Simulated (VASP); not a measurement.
# Al2O3 (R-3c) in VASP: a series of runs

Al2O3 is run at these levels: PBEsol; tasks: single point, relaxation of cell and atoms.

All numbers are computed with VASP 6.6.1; they aren't measurements. Logs are shortened: lines on timing, memory, paths and dates and some standing lists are left out, and cuts for length are marked.

**Measured values to compare with.**

From “Multi-petahertz electron interference in Cr:Al2O3 solid-state material”, 2018, pmc:5906618, for a bulk crystal of Al2O3: band gap 8.7 eV (optical).

How close the calculation comes is told below.

### Step 1. The cell of the first run

The structure is trigonal, space group R-3c (No. 167). The conventional cell has a = 4.774 Å, b = 4.774 Å, c = 13.015 Å, α = 90.00°, β = 90.00°, γ = 120.00°. Within 2.5 Å of Al (site symmetry 3) lie 6 O at 1.86 to 1.97 Å. O (site symmetry 2) has 4 Al at 1.86 to 1.97 Å and 12 O at 2.53 to 2.88 Å within 2.9 Å.

### Step 2. Single point, PBEsol

Input file INCAR:

```
PREC = Accurate
ENCUT = 520
EDIFF = 1E-7
ISMEAR = 0
SIGMA = 0.02
LREAL = False
LASPH = True
NELM = 100
ALGO = Normal
ISIF = 2
LWAVE = False
LCHARG = False
GGA = PS
NBANDS = 35
```

Input file KPOINTS:

```
Automatic mesh
0
Gamma
  6 6 6
```

Input file POSCAR:

```
Al2O3
1.0
    2.3868969588      1.3780756017      4.3381966809
   -2.3868969588      1.3780756017      4.3381966809
    0.0000000000     -2.7561512034      4.3381966809
Al O
4 6
Direct
    0.3520793505      0.3520793505      0.3520793505
    0.1479206495      0.1479206495      0.1479206495
    0.6479206495      0.6479206495      0.6479206495
    0.8520793505      0.8520793505      0.8520793505
    0.5558600035      0.9441399965      0.2500000000
    0.2500000000      0.5558600035      0.9441399965
    0.9441399965      0.2500000000      0.5558600035
    0.4441399965      0.0558600035      0.7500000000
    0.7500000000      0.4441399965      0.0558600035
    0.0558600035      0.7500000000      0.4441399965
```

Potentials or basis: VASP PAW PBE potentials, release 64 (Al, O).

On the command line:

```
$ cat potpaw_PBE.64/Al/POTCAR potpaw_PBE.64/O/POTCAR > POTCAR
$ mpirun -np 1 vasp_std > vasp.out
```

OUTCAR:

```text
PREC = Accurate
   ENCUT = 520
   EDIFF = 1E-7
   ISMEAR = 0
   LREAL = False
   LASPH = True
   NELM = 100
   ISIF = 2
   GGA = PS

 ion  position               nearest neighbor table
   1  0.352  0.352  0.352-  10 1.86   8 1.86   9 1.86   5 1.97   6 1.97   7 1.97   2 2.66   3 2.80
                             3 2.80   3 2.80   2 3.23   2 3.23   2 3.23
   2  0.148  0.148  0.148-   9 1.86   8 1.86  10 1.86   5 1.97   7 1.97   6 1.97   1 2.66   4 2.80
                             4 2.80   4 2.80   1 3.23   1 3.23   1 3.23
   3  0.648  0.648  0.648-   7 1.86   5 1.86   6 1.86   8 1.97   9 1.97  10 1.97   4 2.66   1 2.80
                             1 2.80   1 2.80   4 3.23   4 3.23   4 3.23
   4  0.852  0.852  0.852-   6 1.86   5 1.86   7 1.86   8 1.97  10 1.97   9 1.97   3 2.66   2 2.80
                             2 2.80   2 2.80   3 3.23   3 3.23   3 3.23
   5  0.556  0.944  0.250-   3 1.86   4 1.86   1 1.97   2 1.97
   6  0.250  0.556  0.944-   4 1.86   3 1.86   1 1.97   2 1.97
   7  0.944  0.250  0.556-   3 1.86   4 1.86   2 1.97   1 1.97
   8  0.444  0.056  0.750-   1 1.86   2 1.86   3 1.97   4 1.97
   9  0.750  0.444  0.056-   2 1.86   1 1.86   3 1.97   4 1.97
  10  0.056  0.750  0.444-   1 1.86   2 1.86   4 1.97   3 1.97

  LATTYP: Found a trigonal (rhomboedric) cell.
 ALAT       =     5.1396809140
 COS(alpha) =     0.5686547472

  Lattice vectors:

 A1 = (   2.3868969588,   1.3780756017,   4.3381966809)
 A2 = (  -2.3868969588,   1.3780756017,   4.3381966809)
 A3 = (   0.0000000000,  -2.7561512034,   4.3381966809)

Analysis of symmetry for initial positions (statically):
=====================================================================
 Subroutine PRICEL returns:
 Original cell was already a primitive cell.

 Routine SETGRP: Setting up the symmetry group for a
 trigonal (rhombohedral) supercell.

 Subroutine GETGRP returns: Found 12 space group operations
 (whereof  6 operations were pure point group operations)
 out of a pool of 12 trial point group operations.

The static configuration has the point symmetry S_6 .
 The point group associated with its full space group is D_3d.

Analysis of symmetry for dynamics (positions and initial velocities):
=====================================================================
 Subroutine PRICEL returns:
 Original cell was already a primitive cell.

 Routine SETGRP: Setting up the symmetry group for a
 trigonal (rhombohedral) supercell.

 Subroutine GETGRP returns: Found 12 space group operations
 (whereof  6 operations were pure point group operations)
 out of a pool of 12 trial point group operations.

[... 129 lines left out ...]
   NUPDOWN=      -1.0000    fix difference up-down
   EMIN   =  10.00;   EMAX   =-10.00  energy-range for DOS
   EFERMI =   0.00;   METHOD = LEGACY
   ISMEAR =     0;   SIGMA  =   0.02  broadening in eV -4-tet -1-fermi 0-gaus
   EFERMI_NEDOS =   21; number of points for ismear=-14 and -15
   IALGO  =     38    algorithm
   IMIX   =      4    mixing-type and parameters
     AMIX     =   0.40;   BMIX     =  1.00
     AMIX_MAG =   1.60;   BMIX_MAG =  1.00
  volume/ion in A,a.u.               =       8.56        57.78
  Fermi-wavevector in a.u.,A,eV,Ry     =   1.349894  2.550929 24.792706  1.822212
  Thomas-Fermi vector in A             =   2.477443
   LORBIT       =      0    0 simple, 1 ext, 2 COOP (PROOUT), +10 PAW based schemes
   GGA     = PS    functional components
   LHFCALC =     F    Hartree Fock is set to
   AEXX    =    0.0000 exact exchange contribution
   IVDW    =     0    specifies the selected vdW correction
   LEPSILON=     F    determine dielectric tensor
   LRPA    =     F    only Hartree local field effects (RPA)
 non-spin polarized calculation
 Gauss-broadening in eV      SIGMA  =   0.02
  energy-cutoff  :      520.00
  volume of cell :       85.62
 maximum number of plane-waves:      2328
 NGX is ok and might be reduce to    40
   NGX = 19   NGY = 19   NGZ = 19

 number of electron      48.0000012 magnetization

 Free energy of the ion-electron system (eV)
  ---------------------------------------------------
  ext. energy  EPLUGINS =         0.00000000
  ---------------------------------------------------
  free energy    TOTEN  =       -78.66432089 eV

  energy without entropy =      -78.66432089  energy(sigma->0) =      -78.66432089

 E-fermi :   6.0697     XC(G=0): -11.9062

 val. band max:        5.9510997136   @ k =   0.0000   0.0000   0.0000
 cond. band min:      11.9906845080   @ k =   0.0000   0.0000   0.0000
 fundamental gap:      6.0395847944
 Fermi energy:         6.0697048864

 k-point     1 :       0.0000    0.0000    0.0000
  band No.  band energies     occupation
      1     -13.2002      2.00000
      2     -10.8451      2.00000
      3     -10.5643      2.00000
      4     -10.5643      2.00000
      5     -10.2404      2.00000
      6     -10.2404      2.00000
[... 901 lines left out ...]
     34      19.1447      0.00000
     35      19.2908      0.00000

 [... further k-points ...]

------------------------ aborting loop because EDIFF is reached ----------------------------------------

  FORCE on cell =-STRESS in cart. coord.  units (eV):
  Direction    XX          YY          ZZ          XY          YZ          ZX
  --------------------------------------------------------------------------------------
  -------------------------------------------------------------------------------------
  Total        0.0546007      0.0546007      0.0053679      0.0000000      0.0000000      0.0000000
  in kB        1.0217435      1.0217435      0.1004493      0.0000000      0.0000000      0.0000000
  external PRESSURE =       0.7146455 kB  Pullay stress =       0.0000000 kB

 VOLUME and BASIS-vectors are now :
 -----------------------------------------------------------------------------
  energy-cutoff  :      520.00
  volume of cell :       85.62
      direct lattice vectors                 reciprocal lattice vectors
     2.386896959  1.378075602  4.338196681     0.209476994  0.120941599  0.076836842
    -2.386896959  1.378075602  4.338196681    -0.209476994  0.120941599  0.076836842
     0.000000000 -2.756151203  4.338196681     0.000000000 -0.241883198  0.076836842

 POSITION                                       TOTAL-FORCE (eV/Angst)
 -----------------------------------------------------------------------------------
      0.00000      0.00000      4.58217        -0.000000     -0.000000     -0.002194
      0.00000      0.00000      1.92513        -0.000000     -0.000000      0.002194
      0.00000      0.00000      8.43242        -0.000000     -0.000000      0.002194
      0.00000      0.00000     11.08946        -0.000000     -0.000000     -0.002194
     -0.92678      1.37808      7.59184        -0.004628     -0.000000     -0.000000
     -0.73006     -1.49166      7.59184         0.002314     -0.004008      0.000000
      1.65684      0.11358      7.59184         0.002314      0.004008      0.000000
      0.92678     -1.37808      5.42275         0.004628     -0.000000     -0.000000
      0.73006      1.49166      5.42275        -0.002314      0.004008      0.000000
     -1.65684     -0.11358      5.42275        -0.002314     -0.004008      0.000000
 -----------------------------------------------------------------------------------
    total drift:                               -0.000000      0.000000      0.000000

  FREE ENERGIE OF THE ION-ELECTRON SYSTEM (eV)
  ---------------------------------------------------
  free  energy   TOTEN  =       -78.6643208889 eV

  energy  without entropy=      -78.6643208889  energy(sigma->0) =      -78.66432089
```

stdout:

```text
POSCAR found type information on POSCAR AlO
 POSCAR found :  2 types and      10 ions
 scaLAPACK will be used
 -----------------------------------------------------------------------------
|                                                                             |
|                                                                             |
|     You enforced a specific xc type in the INCAR file but a different       |
|     I HOPE YOU KNOW WHAT YOU ARE DOING!                                     |
|                                                                             |
 -----------------------------------------------------------------------------

 LDA part: xc-table for (Slater+PW92), standard interpolation
 POSCAR, INCAR and KPOINTS ok, starting setup
 FFT: planning ... GRIDC
 FFT: planning ... GRID_SOFT
 FFT: planning ... GRID
 WAVECAR not read
 entering main loop
```

Wall time 69 s (1 thread of Intel Xeon 6975P-C (Granite Rapids), shared host); peak memory 0.26 GiB.

What came out:

```
Free energy            : -78.6643 eV
Pressure               : 0.1 GPa
Largest force          : 0.005 eV/Å
Band gap on the k mesh : 6.04 eV
```

Forces in eV/Å, atoms in the order of the input:
```
Al   0.000  0.000 -0.002
Al   0.000  0.000  0.002
Al   0.000  0.000  0.002
Al   0.000  0.000 -0.002
O   -0.005  0.000  0.000
O    0.002 -0.004  0.000
O    0.002  0.004  0.000
O    0.005  0.000  0.000
O   -0.002  0.004  0.000
O   -0.002 -0.004  0.000
```

Stress tensor (GPa, compression positive):
```
0.10 0.00 0.00
0.00 0.10 0.00
0.00 0.00 0.01
```

Levels at points of the mesh, in eV from the valence-band top:
```tsv
k point	band 20	band 21	band 22	band 23	band 24	band 25	band 26	band 27	band 28	band 29
(0.00, 0.00, 0.00)	-0.50	-0.50	-0.04	-0.04	0.00	6.04	8.91	10.59	11.34	11.34
(0.50, 0.00, 0.00)	-1.32	-0.91	-0.91	-0.27	-0.27	9.26	9.26	9.48	9.48	11.54
(0.50, 0.50, 0.00)	-1.30	-1.01	-0.91	-0.74	-0.25	9.41	9.55	9.73	10.22	10.96
(0.50, 0.50, 0.50)	-2.01	-0.38	-0.38	-0.38	-0.38	8.48	8.48	10.90	10.90	12.31
```

Caveat: the PAW data sets were made with another functional, which shifts forces and pressure a little.

### Step 3. Relaxation of cell and atoms, PBEsol

This run uses another cell than the first one, of 8.50 Å³/atom.

Input file INCAR:

```
SYSTEM = Al2O3
PREC = Accurate
ENCUT = 600
EDIFF = 1E-6
ISMEAR = 0
SIGMA = 0.02
LREAL = .FALSE.
LASPH = .TRUE.
NELM = 100
ALGO = Fast
ISIF = 3
LWAVE = .FALSE.
LCHARG = .FALSE.
GGA = PS
IBRION = 2
NSW = 100
EDIFFG = -0.01
```

Input file KPOINTS:

```
regular mesh
0
G
  6 6 6
  0 0 0
```

Input file POSCAR:

```
Al2O3
1.0
    2.3802500000      1.3742379782      4.3318666667
   -2.3802500000      1.3742379782      4.3318666667
    0.0000000000     -2.7484759565      4.3318666667
Al O
4 6
Direct
    0.3521600000      0.3521600000      0.3521600000
    0.1478400000      0.1478400000      0.1478400000
    0.6478400000      0.6478400000      0.6478400000
    0.8521600000      0.8521600000      0.8521600000
    0.5566800000      0.9433200000      0.2500000000
    0.2500000000      0.5566800000      0.9433200000
    0.9433200000      0.2500000000      0.5566800000
    0.4433200000      0.0566800000      0.7500000000
    0.7500000000      0.4433200000      0.0566800000
    0.0566800000      0.7500000000      0.4433200000
```

Potentials or basis: VASP PAW PBE potentials, release 64 (Al, O).

On the command line:

```
$ cat potpaw_PBE.64/Al/POTCAR potpaw_PBE.64/O/POTCAR > POTCAR
$ mpirun -np 1 vasp_std > vasp.out
```

Run time: 3.5 min. Hardware: 1 thread of Intel Xeon 6975P-C (Granite Rapids), shared host; peak memory 0.3 GiB.

Results (log left out):

```
Free energy                           : -78.6805 eV
Relaxed volume                        : 8.55 Å³/atom
Relaxed cell                          : a = 5.138 Å, b = 5.138 Å, c = 5.138 Å, α = 55.35°, β = 55.35°, γ = 55.35°
Space group after relaxing (to 0.1 Å) : R-3c (No. 167)
Energy gained by relaxing             : 0.4 meV/atom
Ionic steps                           : 4
Pressure after relaxing               : 0.0 GPa
Largest force after relaxing          : 0.009 eV/Å
Band gap on the k mesh                : 6.05 eV
```

Forces in eV/Å, atoms in the order of the input:
```
Al   0.000  0.000  0.009
Al   0.000  0.000 -0.009
Al   0.000  0.000 -0.009
Al   0.000  0.000  0.009
O    0.003  0.000  0.000
O   -0.002  0.003  0.000
O   -0.002 -0.003  0.000
O   -0.003  0.000  0.000
O    0.002 -0.003  0.000
O    0.002  0.003  0.000
```

The path:
```csv
step,energy change (eV),largest force (eV/Å),pressure (GPa),volume (Å³)
1,0.0000,0.0890,1.49,85.02
2,-0.0019,0.0280,-1.28,86.00
3,-0.0036,0.0353,-0.16,85.60
4,-0.0038,0.0091,0.01,85.53
```

Final structure:
```xyz
10
Lattice="2.3862 1.3776 4.3365 -2.3862 1.3776 4.3365 0.0000 -2.7553 4.3365" Properties=species:S:1:pos:R:3 pbc="T T T"
Al    0.0000    0.0000    4.5798
Al    0.0000    0.0000    1.9250
Al    0.0000    0.0000    8.4298
Al    0.0000    0.0000   11.0845
O    -0.9268    1.3776    7.5889
O    -0.7297   -1.4915    7.5889
O     1.6565    0.1138    7.5889
O     0.9268   -1.3776    5.4206
O     0.7297    1.4915    5.4206
O    -1.6565   -0.1138    5.4206
```

Levels at points of the mesh, in eV from the valence-band top:
| k point | band 22 | band 23 | band 24 | band 25 | band 26 | band 27 |
| --- | --- | --- | --- | --- | --- | --- |
| (0.00, 0.00, 0.00) | -0.04 | -0.04 | 0.00 | 6.05 | 8.92 | 10.61 |
| (0.50, 0.00, 0.00) | -0.91 | -0.27 | -0.27 | 9.27 | 9.27 | 9.49 |
| (0.50, 0.50, 0.00) | -0.91 | -0.74 | -0.25 | 9.42 | 9.56 | 9.75 |
| (0.50, 0.50, 0.50) | -0.37 | -0.37 | -0.37 | 8.49 | 8.49 | 10.92 |

Caveat: the PAW data sets were made with another functional, which shifts forces and pressure a little.

(Part 1 of 2 ends here.)
